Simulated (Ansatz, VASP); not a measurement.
Two plane-wave programs on Al

INCAR

```
PREC     = Accurate       # precision mode
ENCUT    = 520            # plane-wave cutoff, eV
EDIFF    = 1E-6           # SCF threshold, eV
ISMEAR   = 0              # smearing method
SIGMA    = 0.15           # smearing width, eV
LREAL    = F              # projectors in reciprocal space
LASPH    = T              # aspherical terms in the spheres
NELM     = 100            # most SCF steps
ALGO     = Normal         # electronic algorithm
ISIF     = 2              # what is computed and relaxed
LWAVE    = F              # write WAVECAR
LCHARG   = T              # write CHGCAR
GGA      = PS             # functional
LELF     = T              # ELF
LVHAR    = T            
NBANDS   = 8              # bands
```

The input KPOINTS:

```
Automatic mesh
0
Gamma
  20 20 20
```

The input POSCAR:

```
Al
1.0
   -1.5116577555      1.5116577555      1.6707796245
    1.5116577555     -1.5116577555      1.6707796245
    1.5116577555      1.5116577555     -1.6707796245
Al
1
Direct
    0.0000000000      0.0000000000      0.0000000000
```

Input for Ansatz:

```yaml
crystal:
  lattice:
    - [-1.5116577555, 1.5116577555, 1.6707796245]
    - [1.5116577555, -1.5116577555, 1.6707796245]
    - [1.5116577555, 1.5116577555, -1.6707796245]
  atoms:
    - { symbol: Al, position: [0.0, 0.0, 0.0] }
basis:
  ecutwfc: 420
kpoints:
  mp_grid: { grid: [20, 20, 20] }
hamiltonian:
  xc: pbesol
scf:
  occupations: { method: gaussian, width: 0.15 }
output:
  forces: true
  stress: true
  eigenvalues: true
```

Change from the starting cell: strain -0.050 along x and y, +0.050 along z, atoms carried along.

Alike in both runs: task single point; functional PBEsol; k mesh 20 × 20 × 20; occupations gaussian, width 0.15 eV; no spin polarisation.

|  | VASP | Ansatz |
| --- | --- | --- |
| version | VASP 6.6.1 | Ansatz 0.2.0 |
| potentials or method | VASP PAW PBE potentials, release 64 (Al), cutoff 520 eV | scalar-relativistic, plane waves, PAW |
| valence electrons in the cell | 3 | 3 |

```csv
,VASP,Ansatz,Ansatz less VASP
gap on the k mesh at the Fermi level (eV),none,none,-
pressure (GPa),7.1,7.0,-0.08
"traceless stress, the component that is largest in VASP (GPa)",3.21,3.20,-0.008
```

VASP's potentials were made for PBE, not for PBEsol. A gap of «none» marks a metal or a gap that the smearing closes. The functional is the same, so the differences come from potentials, cutoffs and numerics.
